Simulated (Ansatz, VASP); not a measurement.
## Zr3W in VASP and in Ansatz

File POSCAR:

```
Zr3W
1.0
    0.0000000000      3.4506931449      3.4506931449
    3.4506931449      0.0000000000      3.4506931449
    3.4506931449      3.4506931449      0.0000000000
Zr W
3 1
Direct
    0.2500000000      0.2500000000      0.2500000000
    0.7500000000      0.7500000000      0.7500000000
    0.5000000000      0.5000000000      0.5000000000
    0.0000000000      0.0000000000      0.0000000000
```

INCAR.step1

```
SYSTEM = Zr3W
PREC     = Accurate       ! precision mode
ENCUT    = 550            ! plane-wave cutoff, eV
ISMEAR   = 0              ! smearing method
SIGMA    = 0.1            ! smearing width, eV
LREAL    = .False.        ! projectors in reciprocal space
LASPH    = .True.         ! aspherical terms in the spheres
NELM     = 120            ! most SCF steps
NBANDS   = 33             ! bands
GGA      = PE             ! functional
ALGO     = Normal         ! electronic algorithm
EDIFF    = 1E-5           ! SCF threshold, eV
LWAVE    = .True.         ! write WAVECAR
LCHARG   = .False.        ! write CHGCAR
GGA_COMPAT= .False.
```

The input INCAR.step2:

```
SYSTEM = Zr3W
PREC     = Accurate       ! precision mode
ENCUT    = 550            ! plane-wave cutoff, eV
EDIFF    = 1E-6           ! SCF threshold, eV
ISMEAR   = 0              ! smearing method
SIGMA    = 0.1            ! smearing width, eV
LREAL    = .False.        ! projectors in reciprocal space
LASPH    = .True.         ! aspherical terms in the spheres
NELM     = 120            ! most SCF steps
ALGO     = Normal         ! electronic algorithm
ISIF     = 2              ! what is computed and relaxed
LWAVE    = .False.        ! write WAVECAR
LCHARG   = .False.        ! write CHGCAR
METAGGA  = R2SCAN         ! meta-GGA
LMIXTAU  = .True.       
NBANDS   = 33             ! bands
ISTART   = 1            
GGA_COMPAT= .False.
```

The input KPOINTS:

```
Automatic mesh
0
Gamma
  10 10 10
  0 0 0
```

Input for Ansatz:

```yaml
crystal:
  lattice:
    - [0.0, 3.4506931449, 3.4506931449]
    - [3.4506931449, 0.0, 3.4506931449]
    - [3.4506931449, 3.4506931449, 0.0]
  atoms:
    - { symbol: Zr, position: [0.25, 0.25, 0.25] }
    - { symbol: Zr, position: [0.75, 0.75, 0.75] }
    - { symbol: Zr, position: [0.5, 0.5, 0.5] }
    - { symbol: W, position: [0.0, 0.0, 0.0] }
basis:
  ecutwfc: 500
kpoints:
  mp_grid: { grid: [10, 10, 10] }
hamiltonian:
  xc: r2scan
scf:
  occupations: { method: gaussian, width: 0.1 }
output:
  forces: true
  stress: true
  eigenvalues: true
```

Alike in both runs: task single point; functional r2SCAN; k mesh 10 × 10 × 10; occupations gaussian, width 0.1 eV; no spin polarisation.

|  | VASP | Ansatz |
| --- | --- | --- |
| version | VASP 6.6.1 | Ansatz 0.2.0 |
| potentials or method | VASP PAW PBE potentials, release 64 (Zr_sv, W_sv), cutoff 550 eV | scalar-relativistic, plane waves, PAW |
| valence electrons in the cell | 50 | 50 |

|  | VASP | Ansatz | Ansatz less VASP |
| --- | --- | --- | --- |
| gap on the k mesh at the Fermi level (eV) | none | none | - |
| pressure (GPa) | -0.3 | -0.3 | -0.08 |

VASP's potentials were made for PBE, not for r2SCAN. A gap of «none» marks a metal or a gap that the smearing closes. With one functional, cell and mesh, what is left measures potentials, basis and numerics.

Spin-orbit coupling is off throughout.
